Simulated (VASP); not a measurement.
# HfC (P6_3/mmc) in VASP: notebook

The runs below take HfC through single point, with PBE-based screened hybrid with 40 % exact exchange, PBE-based screened hybrid with 50 % exact exchange, r2SCAN, PBEsol.

Program: VASP 6.6.1. These are calculated values, not measurements. Logs are shortened: lines on timing, memory, paths and dates and some standing lists are left out, and cuts for length are marked.

## 1. The cell of the first run

It takes space group P6_3/mmc (No. 194, hexagonal). The conventional cell has a = 3.343 Å, b = 3.343 Å, c = 5.203 Å, α = 90.00°, β = 90.00°, γ = 120.00°. Hf (site symmetry -6m2) has 6 C at 2.33 Å within 3.1 Å. Within 3.1 Å of C (site symmetry -3m) lie 6 Hf at 2.33 Å and 2 C at 2.60 Å.

## 2. Single point, PBE-based screened hybrid with 40 % exact exchange

POSCAR

```
HfC
1.0
    3.3428660531      0.0000000000      0.0000000000
   -1.6714330265      2.8950069234      0.0000000000
    0.0000000000      0.0000000000      5.2027140000
Hf C
2 2
Direct
    0.3333333333      0.6666666667      0.2500000000
    0.6666666667      0.3333333333      0.7500000000
    0.0000000000      0.0000000000      0.5000000000
    0.0000000000      0.0000000000      0.0000000000
```

INCAR.step1

```
SYSTEM = HfC
ALGO     = Normal         ! electronic algorithm
EDIFF    = 1E-5           ! SCF threshold, eV
ENCUT    = 520            ! plane-wave cutoff, eV
GGA      = PE             ! functional
ISIF     = 2              ! what is computed and relaxed
ISMEAR   = -1             ! smearing method
LASPH    = .True.         ! aspherical terms in the spheres
LCHARG   = .False.        ! write CHGCAR
LREAL    = .False.        ! projectors in reciprocal space
LWAVE    = .True.         ! write WAVECAR
NBANDS   = 22             ! bands
NELM     = 60             ! most SCF steps
PREC     = Accurate       ! precision mode
SIGMA    = 0.05           ! smearing width, eV
```

INCAR.step2

```
SYSTEM = HfC
AEXX     = 0.4            ! exact-exchange fraction
ALGO     = Normal         ! electronic algorithm
EDIFF    = 1E-6           ! SCF threshold, eV
ENCUT    = 520            ! plane-wave cutoff, eV
GGA      = PE             ! functional
HFSCREEN = 0.2            ! screening, 1/A
ISIF     = 2              ! what is computed and relaxed
ISMEAR   = -1             ! smearing method
ISTART   = 1            
LASPH    = .True.         ! aspherical terms in the spheres
LCHARG   = .False.        ! write CHGCAR
LHFCALC  = .True.         ! exact exchange
LREAL    = .False.        ! projectors in reciprocal space
LWAVE    = .False.        ! write WAVECAR
NBANDS   = 22             ! bands
NELM     = 60             ! most SCF steps
PREC     = Accurate       ! precision mode
PRECFOCK = Normal       
SIGMA    = 0.05           ! smearing width, eV
```

KPOINTS

```
k-points
0
Gamma
  5 5 3
  0 0 0
```

Potentials or basis: VASP PAW PBE potentials, release 64 (Hf_pv, C).

Started as:

```bash
$ cat potpaw_PBE.64/Hf_pv/POTCAR potpaw_PBE.64/C/POTCAR > POTCAR
$ cp INCAR.step1 INCAR
$ mpirun -np 1 vasp_std > vasp.out
$ cp INCAR.step2 INCAR
$ mpirun -np 1 vasp_std > vasp.out
```

OUTCAR:

```text
SYSTEM = HfC
   AEXX = 0.4
   EDIFF = 1E-6
   ENCUT = 520
   GGA = PE
   HFSCREEN = 0.2
   ISIF = 2
   ISMEAR = -1
   ISTART = 1
   LASPH = .True.
   LHFCALC = .True.
   LREAL = .False.
   NELM = 60
   PREC = Accurate
   PRECFOCK = Normal

 ion  position               nearest neighbor table
   1  0.333  0.667  0.250-   3 2.33   4 2.33   3 2.33   4 2.33   3 2.33   4 2.33   2 3.24   2 3.24
                             2 3.24   2 3.24   2 3.24   2 3.24
   2  0.667  0.333  0.750-   3 2.33   4 2.33   3 2.33   4 2.33   3 2.33   4 2.33   1 3.24   1 3.24
                             1 3.24   1 3.24   1 3.24   1 3.24
   3  0.000  0.000  0.500-   1 2.33   2 2.33   1 2.33   2 2.33   2 2.33   1 2.33
   4  0.000  0.000  0.000-   1 2.33   2 2.33   1 2.33   2 2.33   2 2.33   1 2.33

  LATTYP: Found a hexagonal cell.
 ALAT       =     3.3428660531
 C/A-ratio  =     1.5563632875

  Lattice vectors:

 A1 = (   3.3428660531,   0.0000000000,   0.0000000000)
 A2 = (  -1.6714330265,   2.8950069234,   0.0000000000)
 A3 = (   0.0000000000,   0.0000000000,   5.2027140000)

Analysis of symmetry for initial positions (statically):
=====================================================================
 Subroutine PRICEL returns:
 Original cell was already a primitive cell.

 Routine SETGRP: Setting up the symmetry group for a
 hexagonal supercell.

 Subroutine GETGRP returns: Found 24 space group operations
 (whereof 12 operations were pure point group operations)
 out of a pool of 24 trial point group operations.

The static configuration has the point symmetry D_3d.
 The point group associated with its full space group is D_6h.

Analysis of symmetry for dynamics (positions and initial velocities):
=====================================================================
 Subroutine PRICEL returns:
 Original cell was already a primitive cell.

 Routine SETGRP: Setting up the symmetry group for a
 hexagonal supercell.

 Subroutine GETGRP returns: Found 24 space group operations
 (whereof 12 operations were pure point group operations)
 out of a pool of 24 trial point group operations.

The dynamic configuration has the point symmetry D_3d.
 The point group associated with its full space group is D_6h.

 Subroutine INISYM returns: Found 24 space group operations
 (whereof 12 operations are pure point group operations),
 and found     1 'primitive' translations

----------------------------------------------------------------------------------------

                                     Primitive cell

  volume of cell :      50.3499

  direct lattice vectors                    reciprocal lattice vectors
     3.342866053  0.000000000  0.000000000     0.299144502  0.172711159  0.000000000
    -1.671433026  2.895006923  0.000000000     0.000000000  0.345422317  0.000000000
     0.000000000  0.000000000  5.202714000     0.000000000  0.000000000  0.192207375

  length of vectors
     3.342866053  3.342866053  5.202714000     0.345422317  0.345422317  0.192207375

  position of ions in fractional coordinates (direct lattice)
     0.333333333  0.666666667  0.250000000
     0.666666667  0.333333333  0.750000000
     0.000000000  0.000000000  0.500000000
     0.000000000  0.000000000  0.000000000

  ion indices of the primitive-cell ions
   primitive index   ion index
                 1           1
                 2           2
                 3           3
                 4           4

----------------------------------------------------------------------------------------

 KPOINTS: k-points

Automatic generation of k-mesh.
 Grid dimensions read from file:
 generate k-points for:    5    5    3

 Generating k-lattice:

  Cartesian coordinates                     Fractional coordinates (reciprocal lattice)
     0.059828900  0.034542232  0.000000000     0.200000000  0.000000000  0.000000000
     0.000000000  0.069084463  0.000000000     0.000000000  0.200000000  0.000000000
     0.000000000  0.000000000  0.064069125     0.000000000  0.000000000  0.333333333

  Length of vectors
     0.069084463  0.069084463  0.064069125

  Shift w.r.t. Gamma in fractional coordinates (k-lattice)
     0.000000000  0.000000000  0.000000000

 Subroutine IBZKPT returns following result:
 ===========================================

 Found     10 irreducible k-points:

 Following reciprocal coordinates:
            Coordinates               Weight
  0.000000  0.000000  0.000000      1.000000
  0.200000  0.000000  0.000000      6.000000
  0.400000 -0.000000  0.000000      6.000000
  0.200000  0.200000  0.000000      6.000000
  0.400000  0.200000  0.000000      6.000000
  0.000000  0.000000  0.333333      2.000000
  0.200000  0.000000  0.333333     12.000000
  0.400000 -0.000000  0.333333     12.000000
  0.200000  0.200000  0.333333     12.000000
  0.400000  0.200000  0.333333     12.000000
   k-points           NKPTS =     10   k-points in BZ     NKDIM =     75   number of bands    NBANDS=     22
   number of dos      NEDOS =    301   number of ions     NIONS =      4
   total plane-waves  NPLWV =  31360
   dimension x,y,z NGX =    28 NGY =   28 NGZ =   40
   dimension x,y,z NGXF=    56 NGYF=   56 NGZF=   80
   ions per type =               2   2
   NGX,Y,Z   is equivalent  to a cutoff of  13.92, 13.92, 12.78 a.u.
   NGXF,Y,Z  is equivalent  to a cutoff of  27.85, 27.85, 25.56 a.u.
 SYSTEM =  HfC
   PREC   = accura    normal or accurate (medium, high low for compatibility)
   ISTART =      1    job   : 0-new  1-cont  2-samecut
   ICHARG =      0    charge: 1-file 2-atom 10-const
   ISPIN  =      1    spin polarized calculation?
   LNONCOLLINEAR =      F non collinear calculations
   LSORBIT =      F    spin-orbit coupling
   LASPH  =      T    aspherical Exc in radial PAW
   ENCUT  =  520.0 eV  38.22 Ry    6.18 a.u.   6.22  6.22  9.67*2*pi/ulx,y,z
   NELM   =     60;   NELMIN=  2; NELMDL=  0     # of ELM steps
   EDIFF  = 0.1E-05   stopping-criterion for ELM
   LREAL  =      F    real-space projection
   EDIFFG = 0.1E-04   stopping-criterion for IOM
   NSW    =      0    number of steps for IOM
   IBRION =     -1    ionic relax: 0-MD 1-quasi-New 2-CG
   NFREE  =      0    steps in history (QN), initial steepest desc. (CG)
   ISIF   =      2    stress and relaxation
   ISYM   =      3    0-nonsym 1-usesym 2-fastsym
   POTIM  = 0.5000    time-step for ionic-motion
   TEBEG  =    0.0;   TEEND  =   0.0 temperature during run
   PSTRESS=    0.0 pullay stress
   NELECT =      28.0000    total number of electrons
   NUPDOWN=      -1.0000    fix difference up-down
   EMIN   =  10.00;   EMAX   =-10.00  energy-range for DOS
   EFERMI =   0.00;   METHOD = LEGACY
   ISMEAR =    -1;   SIGMA  =   0.05  broadening in eV -4-tet -1-fermi 0-gaus
   EFERMI_NEDOS =   21; number of points for ismear=-14 and -15
   IALGO  =     38    algorithm
   IMIX   =      1    mixing-type and parameters
     AMIX     =   0.40;   BMIX     =  1.00
     AMIX_MAG =   1.60;   BMIX_MAG =  1.00
  volume/ion in A,a.u.               =      12.59        84.94
  Fermi-wavevector in a.u.,A,eV,Ry     =   1.346257  2.544057 24.659309  1.812408
  Thomas-Fermi vector in A             =   2.474104
   LORBIT       =      0    0 simple, 1 ext, 2 COOP (PROOUT), +10 PAW based schemes
   GGA     = PE    functional components
   LHFCALC =     T    Hartree Fock is set to
   PRECFOCK=normal    Normal, Fast or Accurate (Low or Medium for compatibility)
   ENCUT4O =  -1.0   cutoff for four orbital integrals eV
   NKREDX  =     1    reduce k-point grid by
   NKREDY  =     1    reduce k-point grid by
   NKREDZ  =     1    reduce k-point grid by
   AEXX    =    0.4000 exact exchange contribution
   HFSCREEN=    0.2000 screening length (either q_TF or 0.3 A-1)
   HFSCREENC=   0.2000 screening length for correlation (either q_TF or 0.3 A-1)
   ENCUTFOCK=  -1.0 apply spherical cutoff to Coloumb kernel
   IVDW    =     0    specifies the selected vdW correction
   LEPSILON=     F    determine dielectric tensor
   LRPA    =     F    only Hartree local field effects (RPA)
 non-spin polarized calculation
  energy-cutoff  :      520.00
  volume of cell :       50.35
 maximum number of plane-waves:      1375
 NGX is ok and might be reduce to    28
  NGX = 20; NGY = 20; NGZ = 30

 number of electron      28.0000002 magnetization

 Free energy of the ion-electron system (eV)
  ---------------------------------------------------
  ext. energy  EPLUGINS =         0.00000000
  ---------------------------------------------------
  free energy    TOTEN  =       -50.81545481 eV

  energy without entropy =      -50.81079669  energy(sigma->0) =      -50.81312575

 E-fermi :   6.4169     XC(G=0):  -8.7008

 val. band max:        6.0604395278   @ k =   0.4000   0.2000   0.0000
 cond. band min:       6.5364862563   @ k =   0.2000   0.2000   0.3333
 fundamental gap:      0.4760467286
 Fermi energy:         6.4168566710

 k-point     1 :       0.0000    0.0000    0.0000
  band No.  band energies     occupation
      1     -28.2193      2.00000
      2     -27.4985      2.00000
      3     -27.4985      2.00000
      4     -27.4138      2.00000
      5     -27.4138      2.00000
      6     -27.3257      2.00000
[... 14 lines left out ...]
     21      11.3083      0.00000
     22      16.1244      0.00000

 k-point     2 :       0.2000    0.0000    0.0000
  band No.  band energies     occupation
      1     -28.1103      2.00000
      2     -27.7240      2.00000
      3     -27.5929      2.00000
      4     -27.5815      2.00000
      5     -27.4175      2.00000
      6     -27.3649      2.00000
[... 14 lines left out ...]
     21      13.7252      0.00000
     22      14.2621      0.00000

 k-point     3 :       0.4000   -0.0000    0.0000
  band No.  band energies     occupation
      1     -28.0678      2.00000
      2     -27.8768      2.00000
      3     -27.8724      2.00000
      4     -27.6902      2.00000
      5     -27.4845      2.00000
      6     -27.4472      2.00000
[... 14 lines left out ...]
     21      13.4987      0.00000
     22      14.6259      0.00000
[... 126 lines left out ...]
 k-point     9 :       0.2000    0.2000    0.3333
  band No.  band energies     occupation
      1     -28.0284      2.00000
      2     -27.9650      2.00000
      3     -27.6875      2.00000
      4     -27.6594      2.00000
      5     -27.5521      2.00000
      6     -27.4315      2.00000
[... 14 lines left out ...]
     21      14.4133      0.00000
     22      14.5961      0.00000

 k-point    10 :       0.4000    0.2000    0.3333
  band No.  band energies     occupation
      1     -28.1018      2.00000
      2     -28.0143      2.00000
      3     -27.8373      2.00000
      4     -27.7018      2.00000
      5     -27.5294      2.00000
      6     -27.4538      2.00000
[... 14 lines left out ...]
     21      14.8401      0.00000
     22      15.1576      0.00000

------------------------ aborting loop because EDIFF is reached ----------------------------------------

  FORCE on cell =-STRESS in cart. coord.  units (eV):
  Direction    XX          YY          ZZ          XY          YZ          ZX
  --------------------------------------------------------------------------------------
  -------------------------------------------------------------------------------------
  Total       -3.1767295     -3.1767295     -1.9574906     -0.0000000      0.0000000      0.0000000
  in kB     -101.0862959   -101.0862959    -62.2890533     -0.0000000      0.0000000      0.0000000
  external PRESSURE =     -88.1538817 kB  Pullay stress =       0.0000000 kB

 VOLUME and BASIS-vectors are now :
 -----------------------------------------------------------------------------
  energy-cutoff  :      520.00
  volume of cell :       50.35
      direct lattice vectors                 reciprocal lattice vectors
     3.342866053  0.000000000  0.000000000     0.299144502  0.172711159  0.000000000
    -1.671433026  2.895006923  0.000000000     0.000000000  0.345422317  0.000000000
     0.000000000  0.000000000  5.202714000     0.000000000  0.000000000  0.192207375

 POSITION                                       TOTAL-FORCE (eV/Angst)
 -----------------------------------------------------------------------------------
     -0.00000      1.93000      1.30068        -0.000000      0.000000     -0.000000
      1.67143      0.96500      3.90204         0.000000     -0.000000      0.000000
      0.00000      0.00000      2.60136        -0.000000      0.000000      0.000000
      0.00000      0.00000      0.00000        -0.000000      0.000000      0.000000
 -----------------------------------------------------------------------------------
    total drift:                               -0.000001     -0.000001      0.000003

  FREE ENERGIE OF THE ION-ELECTRON SYSTEM (eV)
  ---------------------------------------------------
  free  energy   TOTEN  =       -50.8154548070 eV

  energy  without entropy=      -50.8107966937  energy(sigma->0) =      -50.81312575
```

Wall time 15 min (1 thread of AMD EPYC 9R45 (Zen 5), shared host); peak memory 0.26 GiB.

What came out:

- Free energy: -50.8155 eV
- Pressure: -8.8 GPa
- Band gap on the k mesh: zero (bands 14 and 15 overlap by 1.40 eV)

Levels at points of the mesh, in eV from the Fermi level:
| k point | band 10 | band 11 | band 12 | band 13 | band 14 | band 15 | band 16 | band 17 | band 18 | band 19 |
| --- | --- | --- | --- | --- | --- | --- | --- | --- | --- | --- |
| (0.00, 0.00, 0.00) | -4.32 | -4.32 | -2.02 | -2.02 | 1.51 | 1.93 | 1.93 | 2.44 | 2.44 | 2.97 |

Caveat: the k points lie up to 0.43 Å⁻¹ apart, too coarse for converged energies and pressures of a metal; the PAW data sets were made with another functional, which shifts forces and pressure a little; spin-orbit coupling is left out, which moves the levels of the heavy elements.

## 3. Single point, PBE-based screened hybrid with 50 % exact exchange

POSCAR is that of step 2.

INCAR.step1

```
PREC     = Accurate       # precision mode
ENCUT    = 520            # plane-wave cutoff, eV
EDIFF    = 1E-5           # SCF threshold, eV
ISMEAR   = -1             # smearing method
SIGMA    = 0.05           # smearing width, eV
LREAL    = F              # projectors in reciprocal space
LASPH    = T              # aspherical terms in the spheres
NELM     = 80             # most SCF steps
ALGO     = Normal         # electronic algorithm
ISIF     = 2              # what is computed and relaxed
LWAVE    = T              # write WAVECAR
LCHARG   = F              # write CHGCAR
GGA      = PE             # functional
NBANDS   = 22             # bands
```

INCAR.step2

```
PREC     = Accurate       # precision mode
ENCUT    = 520            # plane-wave cutoff, eV
EDIFF    = 1E-6           # SCF threshold, eV
ISMEAR   = -1             # smearing method
SIGMA    = 0.05           # smearing width, eV
LREAL    = F              # projectors in reciprocal space
LASPH    = T              # aspherical terms in the spheres
NELM     = 80             # most SCF steps
ALGO     = Normal         # electronic algorithm
ISIF     = 2              # what is computed and relaxed
LWAVE    = F              # write WAVECAR
LCHARG   = F              # write CHGCAR
GGA      = PE             # functional
LHFCALC  = T              # exact exchange
AEXX     = 0.5            # exact-exchange fraction
HFSCREEN = 0.2            # screening, 1/A
PRECFOCK = Normal       
ISTART   = 1            
NBANDS   = 22             # bands
```

KPOINTS

```
regular mesh
0
Gamma
  5 5 3
```

Potentials or basis: VASP PAW PBE potentials, release 64 (Hf_pv, C).

Started as:

```bash
$ cat potpaw_PBE.64/Hf_pv/POTCAR potpaw_PBE.64/C/POTCAR > POTCAR
$ cp INCAR.step1 INCAR
$ mpirun -np 1 vasp_std > vasp.out
$ cp INCAR.step2 INCAR
$ mpirun -np 1 vasp_std > vasp.out
```

Run time: 13 min. Hardware: 1 thread of AMD EPYC 9R45 (Zen 5), shared host; peak memory 0.26 GiB.

Results (log left out):

```
Free energy            : -53.2510 eV
Pressure               : -10.5 GPa
Band gap on the k mesh : zero (bands 14 and 15 overlap by 1.48 eV)
```

Stress tensor (GPa, compression positive):
```
-11.81   0.00   0.00
  0.00 -11.81   0.00
  0.00   0.00  -7.98
```

Levels at points of the mesh, in eV from the Fermi level:
| k point | band 12 | band 13 | band 14 | band 15 | band 16 | band 17 |
| --- | --- | --- | --- | --- | --- | --- |
| (0.00, 0.00, 0.00) | -2.28 | -2.28 | 1.60 | 2.01 | 2.01 | 2.54 |

Caveat: the k points lie up to 0.43 Å⁻¹ apart, too coarse for converged energies and pressures of a metal; the PAW data sets were made with another functional, which shifts forces and pressure a little; spin-orbit coupling is left out, which moves the levels of the heavy elements.

(Part 1 of 2 ends here.)
